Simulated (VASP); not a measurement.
Input of a VASP 6.6.1 run:

INCAR

```
PREC = Accurate ; ENCUT = 520
EDIFF = 1E-6 ; ISMEAR = 0
SIGMA = 0.05 ; LREAL = F
LASPH = T ; NELM = 100
ALGO = Normal ; ISIF = 2
LWAVE = F ; LCHARG = F
GGA = PS ; NBANDS = 16
```

KPOINTS

```
Automatic mesh
0
Gamma
  14 14 14
```

Contents of POSCAR:

```
InAs
1.0
    0.0000000000      2.6657146362      2.6657146362
    2.6657146362      0.0000000000      2.6657146362
    2.6657146362      2.6657146362      0.0000000000
In As
1 1
Direct
    0.5000000000      0.5000000000      0.5000000000
    0.0000000000      0.0000000000      0.0000000000
```

Potentials or basis: VASP PAW PBE potentials, release 64 (In_d, As).

Run with:

```console
$ cat potpaw_PBE.64/In_d/POTCAR potpaw_PBE.64/As/POTCAR > POTCAR
$ mpirun -np 1 vasp_std > vasp.out
```

Task: Predict the pressure.

Result: 19.5 GPa.

Task: Estimate the band gap on the k mesh.

Result: Zero (bands 9 and 10 overlap by 3.26 eV).

Caveat: the cell stands under pressure; the PAW data sets were made with another functional, which shifts forces and pressure a little; spin-orbit coupling is left out, which moves the levels of the heavy elements.
